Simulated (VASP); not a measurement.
# Nb (I4/mmm) in VASP: single point with r2SCAN

Aim: the single point of Nb with r2SCAN.

Everything below comes from runs of VASP 6.6.1. Logs are shortened: lines on timing, memory, paths and dates and some standing lists are left out, and cuts for length are marked.

**1. The cell of the first run**

It takes space group I4/mmm (No. 139, tetragonal). The conventional cell has a = 2.842 Å, b = 2.842 Å, c = 4.441 Å, α = 90.00°, β = 90.00°, γ = 90.00°. Within 3.7 Å of Nb (site symmetry 4/mmm) lie 12 Nb at 2.84 to 2.99 Å.

**2. Single point, r2SCAN (strain -0.050 along x and y, +0.050 along z)**

The input, POSCAR:

```
Nb
1.0
    0.0000000000      2.0092500000      2.2207500000
    2.0092500000      0.0000000000      2.2207500000
    2.0092500000      2.0092500000      0.0000000000
Nb
1
Direct
    0.0000000000      0.0000000000      0.0000000000
```

The input, INCAR.step1:

```
ALGO = Normal
EDIFF = 1E-4
ENCUT = 520
GGA = PE
ISMEAR = 0
LASPH = T
LCHARG = F
LREAL = F
LWAVE = T
NBANDS = 12
NELM = 80
PREC = Accurate
SIGMA = 0.15
```

The input, INCAR.step2:

```
ALGO = Normal
EDIFF = 1E-7
ENCUT = 520
ISIF = 2
ISMEAR = 0
ISTART = 1
LASPH = T
LCHARG = F
LMIXTAU = T
LREAL = F
LWAVE = F
METAGGA = R2SCAN
NBANDS = 12
NELM = 80
PREC = Accurate
SIGMA = 0.15
```

The input, KPOINTS:

```
k-points
0
Gamma
  20 20 20
```

Potentials or basis: VASP PAW PBE potentials, release 64 (Nb_sv).

Run with:

```bash
> cat potpaw_PBE.64/Nb_sv/POTCAR > POTCAR
> cp INCAR.step1 INCAR
> mpirun -np 1 vasp_std > vasp.out
> cp INCAR.step2 INCAR
> mpirun -np 1 vasp_std > vasp.out
```

OUTCAR:

```text
EDIFF = 1E-7
   ENCUT = 520
   ISIF = 2
   ISMEAR = 0
   ISTART = 1
   LASPH = T
   LREAL = F
   METAGGA = R2SCAN
   NELM = 80
   PREC = Accurate

 ion  position               nearest neighbor table
   1  0.000  0.000  0.000-

  LATTYP: Found a body centered tetragonal cell.
 ALAT       =     2.8415086002
 C/A-ratio  =     1.5630781479

  Lattice vectors:

 A1 = (  -2.0092500000,   0.0000000000,   2.2207500000)
 A2 = (   2.0092500000,   0.0000000000,   2.2207500000)
 A3 = (   0.0000000000,   2.0092500000,  -2.2207500000)

Analysis of symmetry for initial positions (statically):
=====================================================================
 Subroutine PRICEL returns:
 Original cell was already a primitive cell.

 Routine SETGRP: Setting up the symmetry group for a
 body centered tetragonal supercell.

 Subroutine GETGRP returns: Found 16 space group operations
 (whereof 16 operations were pure point group operations)
 out of a pool of 16 trial point group operations.

The static configuration has the point symmetry D_4h.

Analysis of symmetry for dynamics (positions and initial velocities):
=====================================================================
 Subroutine PRICEL returns:
 Original cell was already a primitive cell.

 Routine SETGRP: Setting up the symmetry group for a
 body centered tetragonal supercell.

 Subroutine GETGRP returns: Found 16 space group operations
 (whereof 16 operations were pure point group operations)
 out of a pool of 16 trial point group operations.

The dynamic configuration has the point symmetry D_4h.

 Subroutine INISYM returns: Found 16 space group operations
 (whereof 16 operations are pure point group operations),
 and found     1 'primitive' translations

----------------------------------------------------------------------------------------

                                     Primitive cell

  volume of cell :      17.9307

  direct lattice vectors                    reciprocal lattice vectors
     0.000000000  2.009250000  2.220750000    -0.248849073  0.248849073  0.225149161
     2.009250000  0.000000000  2.220750000     0.248849073 -0.248849073  0.225149161
     2.009250000  2.009250000  0.000000000     0.248849073  0.248849073 -0.225149161

  length of vectors
     2.994798178  2.994798178  2.841508600     0.417784475  0.417784475  0.417784475

  position of ions in fractional coordinates (direct lattice)
     0.000000000  0.000000000  0.000000000

  ion indices of the primitive-cell ions
   primitive index   ion index
                 1           1

----------------------------------------------------------------------------------------

 KPOINTS: k-points

Automatic generation of k-mesh.
 Grid dimensions read from file:
 generate k-points for:   20   20   20

 Generating k-lattice:

  Cartesian coordinates                     Fractional coordinates (reciprocal lattice)
    -0.012442454  0.012442454  0.011257458     0.050000000 -0.000000000  0.000000000
     0.012442454 -0.012442454  0.011257458    -0.000000000  0.050000000  0.000000000
     0.012442454  0.012442454 -0.011257458     0.000000000  0.000000000  0.050000000

  Length of vectors
     0.020889224  0.020889224  0.020889224

  Shift w.r.t. Gamma in fractional coordinates (k-lattice)
     0.000000000  0.000000000  0.000000000

 Subroutine IBZKPT returns following result:
 ===========================================

 Found    641 irreducible k-points:

 Following reciprocal coordinates:
            Coordinates               Weight
  0.000000  0.000000  0.000000      1.000000
  0.050000  0.000000  0.000000      8.000000
  0.100000  0.000000  0.000000      8.000000
  0.150000  0.000000  0.000000      8.000000
  0.200000  0.000000  0.000000      8.000000
  0.250000  0.000000  0.000000      8.000000
[... 16 lines left out ...]
 -0.400000  0.050000  0.000000      8.000000
 -0.350000  0.050000  0.000000      8.000000
 [... further k-points ...]
   k-points           NKPTS =    641   k-points in BZ     NKDIM =    641   number of bands    NBANDS=     12
   number of dos      NEDOS =    301   number of ions     NIONS =      1
   total plane-waves  NPLWV =  13824
   dimension x,y,z NGX =    24 NGY =   24 NGZ =   24
   dimension x,y,z NGXF=    48 NGYF=   48 NGZF=   48
   ions per type =               1
   NGX,Y,Z   is equivalent  to a cutoff of  13.32, 13.32, 14.04 a.u.
   NGXF,Y,Z  is equivalent  to a cutoff of  26.65, 26.65, 28.08 a.u.
 SYSTEM =  unknown system
   PREC   = accura    normal or accurate (medium, high low for compatibility)
   ISTART =      1    job   : 0-new  1-cont  2-samecut
   ICHARG =      0    charge: 1-file 2-atom 10-const
   ISPIN  =      1    spin polarized calculation?
   LNONCOLLINEAR =      F non collinear calculations
   LSORBIT =      F    spin-orbit coupling
   LASPH  =      T    aspherical Exc in radial PAW
   ENCUT  =  520.0 eV  38.22 Ry    6.18 a.u.   5.57  5.57  5.28*2*pi/ulx,y,z
   NELM   =     80;   NELMIN=  2; NELMDL=  0     # of ELM steps
   EDIFF  = 0.1E-06   stopping-criterion for ELM
   LREAL  =      F    real-space projection
   EDIFFG = 0.1E-05   stopping-criterion for IOM
   NSW    =      0    number of steps for IOM
   IBRION =     -1    ionic relax: 0-MD 1-quasi-New 2-CG
   NFREE  =      0    steps in history (QN), initial steepest desc. (CG)
   ISIF   =      2    stress and relaxation
   ISYM   =      2    0-nonsym 1-usesym 2-fastsym
   POTIM  = 0.5000    time-step for ionic-motion
   TEBEG  =    0.0;   TEEND  =   0.0 temperature during run
   PSTRESS=    0.0 pullay stress
   NELECT =      13.0000    total number of electrons
   NUPDOWN=      -1.0000    fix difference up-down
   EMIN   =  10.00;   EMAX   =-10.00  energy-range for DOS
   EFERMI =   0.00;   METHOD = LEGACY
   ISMEAR =     0;   SIGMA  =   0.15  broadening in eV -4-tet -1-fermi 0-gaus
   EFERMI_NEDOS =   21; number of points for ismear=-14 and -15
   IALGO  =     38    algorithm
   IMIX   =      4    mixing-type and parameters
     AMIX     =   0.40;   BMIX     =  1.00
     AMIX_MAG =   1.60;   BMIX_MAG =  1.00
  volume/ion in A,a.u.               =      17.93       121.00
  Fermi-wavevector in a.u.,A,eV,Ry     =   1.470698  2.779216 29.428744  2.162952
  Thomas-Fermi vector in A             =   2.585923
   LORBIT       =      0    0 simple, 1 ext, 2 COOP (PROOUT), +10 PAW based schemes
   METAGGA = R2SCAN    functional components
   LHFCALC =     F    Hartree Fock is set to
   AEXX    =    0.0000 exact exchange contribution
   IVDW    =     0    specifies the selected vdW correction
   LEPSILON=     F    determine dielectric tensor
   LRPA    =     F    only Hartree local field effects (RPA)
 non-spin polarized calculation
 Gauss-broadening in eV      SIGMA  =   0.15
  energy-cutoff  :      520.00
  volume of cell :       17.93
 maximum number of plane-waves:       497
   NGX = 11   NGY = 11   NGZ = 11

 number of electron      13.0000000 magnetization

 Free energy of the ion-electron system (eV)
  ---------------------------------------------------
  ext. energy  EPLUGINS =         0.00000000
  ---------------------------------------------------
  free energy    TOTEN  =       -24.59030354 eV

  energy without entropy =      -24.57522545  energy(sigma->0) =      -24.58276450

 E-fermi :  11.5382     XC(G=0): -13.6408

 val. band max:       11.5352295600   @ k =  -0.3000   0.2500   0.2000
 cond. band min:      11.5401947506   @ k =   0.4500   0.0000   0.1000
 fundamental gap:      0.0049651906
 Fermi energy:        11.5382388143

 k-point     1 :       0.0000    0.0000    0.0000
  band No.  band energies     occupation
      1     -44.9480      2.00000
      2     -19.5359      2.00000
      3     -19.4518      2.00000
      4     -19.4518      2.00000
      5       4.9147      2.00000
      6      10.8449      2.00000
      7      12.2773      0.00000
      8      12.2773      0.00000
      9      13.6513      0.00000
     10      15.6140      0.00000
     11      24.0607      0.00000
     12      27.2983      0.00000

 k-point     2 :       0.0500    0.0000    0.0000
  band No.  band energies     occupation
      1     -44.9418      2.00000
      2     -19.5524      2.00000
      3     -19.4815      2.00000
      4     -19.4540      2.00000
      5       5.0188      2.00000
      6      10.8696      2.00000
      7      12.2048      0.00000
      8      12.3254      0.00000
      9      13.6306      0.00000
     10      15.5475      0.00000
     11      24.2754      0.00000
     12      27.3763      0.00000

 k-point     3 :       0.1000    0.0000    0.0000
  band No.  band energies     occupation
      1     -44.9237      2.00000
      2     -19.6363      2.00000
      3     -19.5310      2.00000
      4     -19.4605      2.00000
      5       5.3198      2.00000
      6      10.9153      2.00000
      7      12.0221      0.00001
      8      12.4603      0.00000
      9      13.6065      0.00000
     10      15.3718      0.00000
     11      24.8587      0.00000
     12      27.3995      0.00000
[... 286 lines left out ...]
 k-point    23 :      -0.4000    0.0500    0.0000
  band No.  band energies     occupation
      1     -44.7001      2.00000
      2     -20.8822      2.00000
      3     -19.7953      2.00000
      4     -19.5307      2.00000
      5       7.4992      2.00000
      6      10.9521      2.00000
      7      12.3425      0.00000
      8      12.4532      0.00000
      9      16.0386      0.00000
     10      17.0654      0.00000
     11      23.1961      0.00000
     12      25.0148      0.00000

 k-point    24 :      -0.3500    0.0500    0.0000
  band No.  band energies     occupation
      1     -44.7245      2.00000
      2     -20.7560      2.00000
      3     -19.7706      2.00000
      4     -19.5171      2.00000
      5       7.5153      2.00000
      6      11.0750      1.99999
      7      11.7126      0.10020
      8      12.5869      0.00000
      9      15.5796      0.00000
     10      16.5001      0.00000
     11      23.4195      0.00000
     12      26.2297      0.00000

 [... further k-points ...]

------------------------ aborting loop because EDIFF is reached ----------------------------------------

  FORCE on cell =-STRESS in cart. coord.  units (eV):
  Direction    XX          YY          ZZ          XY          YZ          ZX
  --------------------------------------------------------------------------------------
  -------------------------------------------------------------------------------------
  Total       -0.0398297     -0.0398297      1.9607865      0.0000000      0.0000000      0.0000000
  in kB       -3.5589314     -3.5589314    175.2037013      0.0000000      0.0000000      0.0000000
  external PRESSURE =      56.0286128 kB  Pullay stress =       0.0000000 kB

 VOLUME and BASIS-vectors are now :
 -----------------------------------------------------------------------------
  energy-cutoff  :      520.00
  volume of cell :       17.93
      direct lattice vectors                 reciprocal lattice vectors
     0.000000000  2.009250000  2.220750000    -0.248849073  0.248849073  0.225149161
     2.009250000  0.000000000  2.220750000     0.248849073 -0.248849073  0.225149161
     2.009250000  2.009250000  0.000000000     0.248849073  0.248849073 -0.225149161

 POSITION                                       TOTAL-FORCE (eV/Angst)
 -----------------------------------------------------------------------------------
      0.00000      0.00000      0.00000         0.000000      0.000000     -0.000000
 -----------------------------------------------------------------------------------
    total drift:                               -0.000000      0.000000      0.000000

  FREE ENERGIE OF THE ION-ELECTRON SYSTEM (eV)
  ---------------------------------------------------
  free  energy   TOTEN  =       -24.5903035422 eV

  energy  without entropy=      -24.5752254533  energy(sigma->0) =      -24.58276450
```

Wall time 8 min (1 thread of AMD EPYC 9R14 (Zen 4), shared host); peak memory 0.23 GiB.

What came out:

- Free energy: -24.5903 eV
- Pressure: 5.6 GPa
- Band gap on the k mesh: zero (an odd number of electrons rules out a gap without spin polarisation)

Caveat: the cell differs from its parent crystal (strain -0.050 along x and y, +0.050 along z); the cell stands under pressure; the PAW data sets were made with another functional, which shifts forces and pressure a little.
